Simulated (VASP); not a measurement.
# TaC: relaxation of cell and atoms with PBE

Crystal: TaC.

```
CELL_PARAMETERS angstrom
0.00000 2.34612 2.34612
2.34612 0.00000 2.34612
2.34612 2.34612 0.00000
ATOMIC_POSITIONS crystal
Ta 0.50000 0.50000 0.50000
C 0.00000 0.00000 0.00000
```

```
Program                : VASP 6.6.1
Task                   : relaxation of cell and atoms
Functional             : PBE
Potentials or basis    : VASP PAW PBE potentials, release 64 (Ta_pv, C)
Cutoff                 : 600 eV
k mesh                 : 7 × 7 × 7
Occupations            : gaussian, width 0.2 eV
Spin                   : no spin polarisation
Dipole correction      : no
Further INCAR settings : ALGO = Normal; EDIFF = 1e-07; IBRION = 2; EDIFFG = -0.08; NSW = 36; ISIF = 3
```

```json
{"Relaxed volume": "11.22 Å³/atom", "Relaxed cell": "a = 3.166 Å, b = 3.166 Å, c = 3.166 Å, α = 60.00°, β = 60.00°, γ = 60.00°", "Space group after relaxing (to 0.05 Å)": "Fm-3m (No. 225)", "Energy gained by relaxing": "202.2 meV/atom", "Ionic steps": "5", "Pressure after relaxing": "0.0 GPa"}
```

Step by step:
```csv
step,energy change (eV),largest force (eV/Å),pressure (GPa),volume (Å³)
1,0.0000,0.0000,-33.84,25.83
2,1.8442,0.0000,166.27,16.92
3,-0.4003,0.0000,-4.29,22.75
4,-0.4041,0.0000,-1.32,22.54
5,-0.4045,0.0000,0.01,22.44
```

Final structure:
```
CELL_PARAMETERS angstrom
0.00000 2.23884 2.23884
2.23884 0.00000 2.23884
2.23884 2.23884 0.00000
ATOMIC_POSITIONS crystal
Ta 0.50000 0.50000 0.50000
C 0.00000 0.00000 0.00000
```

Levels at points of the mesh, in eV from the Fermi level:
```tsv
k point	band 5	band 6	band 7	band 8	band 9	band 10	band 11
(0.00, 0.00, 0.00)	-1.27	-1.27	-1.27	-0.43	-0.43	-0.43	0.67
```

It took 16 s on 1 thread of AMD EPYC 9R45 96-Core Processor (Zen 5), with other jobs on the host, peak memory 0.14 GiB.

Caveat: spin-orbit coupling is left out, which moves the levels of the heavy elements.
